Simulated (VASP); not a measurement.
Runs of VASP 6.6.1 on AlCo. The structure is that of space group P4/mmm (No. 123), or close to it. The cells are those of the table. 

```csv
cell,further INCAR settings,gap on the mesh (eV),pressure (GPa)
"a = 3.066, b = 3.066, c = 2.392 Å, 2 atoms",ALGO = Fast; EDIFF = 1e-06; NBANDS = 13,none,(a)
"a = 2.656, b = 2.656, c = 3.187 Å, 2 atoms",ALGO = Fast; EDIFF = 1e-06; NBANDS = 13,none,(b)
"a = 2.980, b = 2.980, c = 2.533 Å, 2 atoms",ALGO = Fast; EDIFF = 1e-06; NBANDS = 13,none,3.7
"a = 2.515, b = 2.515, c = 3.556 Å, 2 atoms",ALGO = Fast; EDIFF = 1e-07; NBANDS = 13,none,7.2
"a = 3.168, b = 3.168, c = 2.240 Å, 2 atoms",ALGO = Fast; EDIFF = 1e-06; NBANDS = 13,none,21.4
```

Alike in all rows: task single point; level PBEsol; potentials or basis VASP PAW PBE potentials, release 64 (Al, Co); no spin polarisation; k mesh 24 × 24 × 24; cutoff (eV) 520; smearing gaussian 0.15 eV.

Question: Fill in the values left out.

Answer: (a) 10.5; (b) 2.8.

Caveats: the PAW data sets were made with another functional, which shifts forces and pressure a little; the run has no spin polarisation, though such a crystal can be magnetic; the cell stands under pressure (at least some runs).

A gap of «none» marks levels without a gap at the run's occupations.
